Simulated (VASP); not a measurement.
Here is a VASP 6.6.1 calculation.

The input INCAR:

```
SYSTEM = TiAl3
PREC     = Accurate       ! precision mode
ENCUT    = 520            ! plane-wave cutoff, eV
EDIFF    = 1E-6           ! SCF threshold, eV
ISMEAR   = 0              ! smearing method
SIGMA    = 0.1            ! smearing width, eV
LREAL    = .FALSE.        ! projectors in reciprocal space
LASPH    = .TRUE.         ! aspherical terms in the spheres
NELM     = 60             ! most SCF steps
ALGO     = Normal         ! electronic algorithm
ISIF     = 2              ! what is computed and relaxed
LWAVE    = .FALSE.        ! write WAVECAR
LCHARG   = .TRUE.         ! write CHGCAR
LDIPOL   = .TRUE.       
IDIPOL   = 3            
DIPOL    = 0.5 0.5 0.502
GGA      = PE             ! functional
IVDW     = 12             ! dispersion correction
LELF     = .TRUE.         ! ELF
LVHAR    = .TRUE.       
LVACPOTAV= .TRUE.       
NBANDS   = 31             ! bands
```

File KPOINTS:

```
Automatic mesh
0
G
  7 7 1
  0 0 0
```

The input POSCAR:

```
TiAl3
1.0
    5.0241861190      0.0000000000      0.0000000000
    2.1588814530      4.5367033218      0.0000000000
    0.0000000000      0.0000000000     18.0243386936
Al Ti
6 2
Direct
    0.5000000000      0.0000000000      0.3883637630
    0.0000000000      0.5000000000      0.3883637630
    0.0000000000      0.0000000000      0.4627879210
    0.0000000000      0.5000000000      0.5423943360
    0.5000000000      0.0000000000      0.5423943360
    0.5000000000      0.5000000000      0.6168720579
    0.5000000000      0.5000000000      0.4627879210
    0.0000000000      0.0000000000      0.6134344311
```

Potentials or basis: VASP PAW PBE potentials, release 64 (Al, Ti_sv).

Command:

```sh
$ cat potpaw_PBE.64/Al/POTCAR potpaw_PBE.64/Ti_sv/POTCAR > POTCAR
$ mpirun -np 1 vasp_std > vasp.out
```

Question: Predict the largest force.

Answer: 0.553 eV/Å.

Question: Predict the dispersion energy per atom.

Answer: -0.248 eV.

Forces on the atoms (eV/Å):
```
Al   0.000  0.000  0.510
Al   0.000  0.000  0.510
Al   0.000  0.000 -0.553
Al   0.000  0.000  0.005
Al   0.000  0.000  0.005
Al   0.000  0.000  0.003
Ti   0.000  0.000 -0.486
Ti   0.000  0.000  0.006
```
